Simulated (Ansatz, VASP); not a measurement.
## CuAu: VASP beside Ansatz

```
Cu Au
1.0
     2.85070    0.00000    0.00000
     0.00000    2.85070    0.00000
     0.00000    0.00000    3.58161
Cu Au
1 1
Direct
  0.41000 0.41000 0.41000
  0.09000 0.09000 0.09000
```

Change from the starting cell: shortest bond scaled by 0.64, PAW files.

Alike in both runs: task electric field gradients; functional PBEsol; k mesh 11 × 11 × 8; occupations fermi-dirac, width 0.05 eV; no spin polarisation.

```csv
,VASP,Ansatz
version,VASP 6.6.1,Ansatz 0.2.0
potentials or method,"VASP PAW PBE potentials, release 64 (Cu, Au)","PAW with Ansatz's default frozen-core files, scalar-relativistic"
plane-wave cutoff (eV),520,420
valence electrons in the cell,22,38
```

|  | VASP | Ansatz | Ansatz less VASP |
| --- | --- | --- | --- |
| pressure (GPa) | 96.0 | 110.9 | +14.92 |
| traceless stress, the component that is largest in VASP (GPa) | 89.14 | 104.83 | +15.696 |
| rms of the force components (eV/Å) | 16.332 | 19.077 | +2.7452 |
| size of Vzz on the site where it differs most (V/Å²) | 131.9 | 354.5 | +222.59 |

VASP's potentials were made for PBE, not for PBEsol. Atom by atom the forces differ by 2.748 eV/Å (rms over components). The pressures are high and differ by over a tenth, so treat them with care. One of these differences is far larger than is usual between the two programs; its cause wasn't traced. VASP's potentials hold 22 valence electrons a cell and Ansatz's 38, so a difference there can come from the potentials and not from the codes.

Neither program's run includes spin-orbit coupling. Noted on VASP's run: the cell as given lies far from equilibrium.
